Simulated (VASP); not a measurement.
Write the native input for VASP 6.6.1 that does the following.

- Task: single point
- Functional: PBEsol
- Potentials or basis: VASP PAW PBE potentials, release 64 (Si, Mo_sv)
- Cutoff: 520 eV
- k mesh: 12 × 12 × 6
- Occupations: gaussian, width 0.1 eV
- Spin: no spin polarisation
- Dipole correction: no
- Further INCAR settings: ALGO = Normal; EDIFF = 1e-06; NBANDS = 31

The structure of Si2Mo lies in POSCAR:

```
Si2Mo
1.0
    3.0943680645      0.0000000000      0.0000000000
    0.0000000000      3.0943680645      0.0000000000
    0.0000000000      0.0000000000      7.9621689157
Si Mo
4 2
Direct
    0.0000000000      0.0000000000      0.3349525759
    0.5000000000      0.5000000000      0.1650474241
    0.5000000000      0.5000000000      0.8349525759
    0.0000000000      0.0000000000      0.6650474241
    0.0000000000      0.0000000000      0.0000000000
    0.5000000000      0.5000000000      0.5000000000
```

This cell differs from its parent crystal: biaxial strain in the a-b plane: -3.0 %.

One way to write it, as run:

INCAR

```
SYSTEM = Si2Mo
ALGO = Normal ; EDIFF = 1E-6
ENCUT = 520 ; GGA = PS
ISIF = 2 ; ISMEAR = 0
LASPH = .TRUE. ; LCHARG = .FALSE.
LREAL = .FALSE. ; LWAVE = .FALSE.
NBANDS = 31 ; NELM = 80
PREC = Accurate ; SIGMA = 0.1
```

KPOINTS

```
k-points
0
G
  12 12 6
  0 0 0
```

Potentials or basis: VASP PAW PBE potentials, release 64 (Si, Mo_sv).

The run is started by

```bash
$ cat potpaw_PBE.64/Si/POTCAR potpaw_PBE.64/Mo_sv/POTCAR > POTCAR
$ mpirun -np 1 vasp_std > vasp.out
```

It gave:

```
Pressure               : 10.4 GPa
Largest force          : 0.052 eV/Å
Band gap on the k mesh : zero (band 22 reaches 13.79 eV, above the bottom of band 23 at 12.87 eV)
```

Caveat: the cell differs from its parent crystal (biaxial strain in the a-b plane: -3.0 %); the PAW data sets were made with another functional, which shifts forces and pressure a little.

It took 2.1 min on 1 thread of AMD EPYC 9R45 96-Core Processor (Zen 5) (shared host), peak memory 0.29 GiB.
